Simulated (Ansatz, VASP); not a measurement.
# One calculation of Si6Ru, two programs

```
Si Ru
1.0
     3.80137    0.00000    0.00000
     0.00000    3.80137    0.00000
     0.00000    0.00000    7.77241
Si Ru
6 1
Direct
  0.00000 0.50000 0.50000
  0.50000 0.00000 0.50000
  0.00000 0.50000 0.80823
  0.50000 0.00000 0.80823
  0.00000 0.50000 0.19177
  0.50000 0.00000 0.19177
  0.00000 0.00000 0.00000
```

Alike in both runs: task single point; functional PBE; k mesh 6 × 6 × 4; occupations gaussian, width 0.2 eV; no spin polarisation.

```csv
,VASP,Ansatz
version,VASP 6.6.1,Ansatz 0.2.0
potentials or method,"VASP PAW PBE potentials, release 64 (Si, Ru_pv), cutoff 520 eV","scalar-relativistic, plane waves, PAW"
valence electrons in the cell,38,40
```

```csv
,VASP,Ansatz,Ansatz less VASP
gap on the k mesh at the Fermi level (eV),none,none,-
pressure (GPa),0.0,0.1,+0.04
"traceless stress, the component that is largest in VASP (GPa)",-0.42,-0.40,+0.019
rms of the force components (eV/Å),0.013,0.010,-0.0027
```

Atom by atom the forces differ by 0.003 eV/Å (rms over components). A gap of «none» marks a metal or a gap that the smearing closes. With one functional, cell and mesh, what is left measures potentials, basis and numerics. VASP's potentials hold 38 valence electrons a cell and Ansatz's 40, so a difference there can come from the potentials and not from the codes.
